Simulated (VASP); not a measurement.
Set up this calculation in VASP 6.6.1, as the native input.

```
Task                   : single point
Functional             : r2SCAN
Potentials or basis    : VASP PAW PBE potentials, release 64 (Se, Si)
Cutoff                 : 520 eV
k mesh                 : 6 × 6 × 4
Occupations            : methfessel-paxton, width 0.1102 eV
Spin                   : no spin polarisation
Dipole correction      : no
Further INCAR settings : ALGO = Normal; EDIFF = 1e-06; NBANDS = 31
```

The system is Si2Se.

```
Se Si
1.0
     5.17199    0.00000    0.00000
    -2.58599    4.47907    0.00000
     0.00000    0.00000    7.07486
Se Si
3 6
Direct
  0.50000 0.00000 0.50000
  0.50000 0.50000 0.83333
  0.00000 0.50000 0.16667
  0.15990 0.31980 0.50000
  0.84010 0.15990 0.83333
  0.68020 0.84010 0.16667
  0.84010 0.68020 0.50000
  0.15990 0.84010 0.83333
  0.31980 0.15990 0.16667
```

The input as run:

POSCAR

```
Si2Se
1.0
    5.1719850000      0.0000000000      0.0000000000
   -2.5859930000      4.4790750000      0.0000000000
    0.0000000000      0.0000000000      7.0748550000
Se Si
3 6
Direct
    0.5000000000      0.0000000000      0.5000000000
    0.5000000000      0.5000000000      0.8333300000
    0.0000000000      0.5000000000      0.1666700000
    0.1599000000      0.3198000000      0.5000000000
    0.8401000000      0.1599000000      0.8333300000
    0.6802000000      0.8401000000      0.1666700000
    0.8401000000      0.6802000000      0.5000000000
    0.1599000000      0.8401000000      0.8333300000
    0.3198000000      0.1599000000      0.1666700000
```

INCAR.step1

```
ALGO     = Normal         # electronic algorithm
EDIFF    = 1E-4           # SCF threshold, eV
ENCUT    = 520            # plane-wave cutoff, eV
GGA      = PE             # functional
ISMEAR   = 1              # smearing method
LASPH    = T              # aspherical terms in the spheres
LCHARG   = F              # write CHGCAR
LREAL    = F              # projectors in reciprocal space
LWAVE    = T              # write WAVECAR
NBANDS   = 31             # bands
NELM     = 60             # most SCF steps
PREC     = Accurate       # precision mode
SIGMA    = 0.1102         # smearing width, eV
```

INCAR.step2

```
ALGO     = Normal         # electronic algorithm
EDIFF    = 1E-6           # SCF threshold, eV
ENCUT    = 520            # plane-wave cutoff, eV
ISIF     = 2              # what is computed and relaxed
ISMEAR   = 1              # smearing method
ISTART   = 1            
LASPH    = T              # aspherical terms in the spheres
LCHARG   = F              # write CHGCAR
LMIXTAU  = T            
LREAL    = F              # projectors in reciprocal space
LWAVE    = F              # write WAVECAR
METAGGA  = R2SCAN         # meta-GGA
NBANDS   = 31             # bands
NELM     = 60             # most SCF steps
PREC     = Accurate       # precision mode
SIGMA    = 0.1102         # smearing width, eV
```

KPOINTS

```
k-points
0
Gamma
  6 6 4
```

Potentials or basis: VASP PAW PBE potentials, release 64 (Se, Si).

Command:

```sh
$ cat potpaw_PBE.64/Se/POTCAR potpaw_PBE.64/Si/POTCAR > POTCAR
$ cp INCAR.step1 INCAR
$ mpirun -np 1 vasp_std > vasp.out
$ cp INCAR.step2 INCAR
$ mpirun -np 1 vasp_std > vasp.out
```

It gave:

```yaml
Pressure: -1.2 GPa
Largest_force: 0.194 eV/Å
Band_gap_on_the_k_mesh: zero (bands 21 and 22 overlap by 1.91 eV)
```

Caveat: the PAW data sets were made with another functional, which shifts forces and pressure a little.

Wall time 9.6 min on 1 thread of AMD EPYC 7R13 Processor (Zen 3), with other jobs on the host, peak memory 0.37 GiB.
